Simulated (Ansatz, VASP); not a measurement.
Two plane-wave programs on ZnS

INCAR

```
SYSTEM = ZnS
  PREC = Accurate
  ENCUT = 500
  EDIFF = 1E-6
  ISMEAR = 0
  SIGMA = 0.02
  LREAL = .False.
  LASPH = .True.
  NELM = 120
  ALGO = Normal
  ISIF = 2
  LWAVE = .False.
  LCHARG = .False.
  GGA = PE
  NBANDS = 16
  GGA_COMPAT = .False.
```

KPOINTS

```
regular mesh
0
Gamma
  8 8 8
  0 0 0
```

The input POSCAR:

```
ZnS
1.0
    0.0000000000      2.7218243442      2.7218243442
    2.7218243442      0.0000000000      2.7218243442
    2.7218243442      2.7218243442      0.0000000000
Zn S
1 1
Direct
    0.0000000000      0.0000000000      0.0000000000
    0.2500000000      0.2500000000      0.2500000000
```

Input for Ansatz:

```yaml
crystal:
  lattice:
    - [0.0, 2.7218243442, 2.7218243442]
    - [2.7218243442, 0.0, 2.7218243442]
    - [2.7218243442, 2.7218243442, 0.0]
  atoms:
    - { symbol: Zn, position: [0.0, 0.0, 0.0] }
    - { symbol: S, position: [0.25, 0.25, 0.25] }
basis:
  ecutwfc: 420
kpoints:
  mp_grid: { grid: [8, 8, 8] }
  band_path:
    path:
      - [[0.0, 0.0, 0.0], [-0.5, -0.5, 0.0], [-0.375, -0.375, 0.25]]
      - [[-0.375, 0.0, 0.375], [0.0, 0.0, 0.0], [0.0, 0.0, 0.5], [-0.5, -0.25, 0.25], [-0.5, -0.5, 0.0]]
    npoints: 10
hamiltonian:
  xc: pbe
  pseudopotentials: { kind: paw, azcp: { folder: soft_1 } }
scf:
  occupations: { method: gaussian, width: 0.02 }
  n_extra_bands: 7
output:
  forces: true
  stress: true
  eigenvalues: true
```

Alike in both runs: task single point; functional PBE; k mesh 8 × 8 × 8; occupations gaussian, width 0.02 eV; no spin polarisation.

|  | VASP | Ansatz |
| --- | --- | --- |
| version | VASP 6.6.1 | Ansatz 0.2.0 |
| potentials or method | VASP PAW PBE potentials, release 64 (Zn, S), cutoff 500 eV | scalar-relativistic, plane waves, PAW |
| valence electrons in the cell | 18 | 18 |

VASP gave:

| Property | Result |
| --- | --- |
| gap on the k mesh at the Fermi level (eV) | 2.02 |
| least direct gap on the mesh (eV) | 2.02 |
| pressure (GPa) | 0.1 |

**Question.** Estimate Ansatz's values.

**Answer.** gap on the k mesh at the Fermi level (eV): 2.01; least direct gap on the mesh (eV): 2.01; pressure (GPa): 0.0.
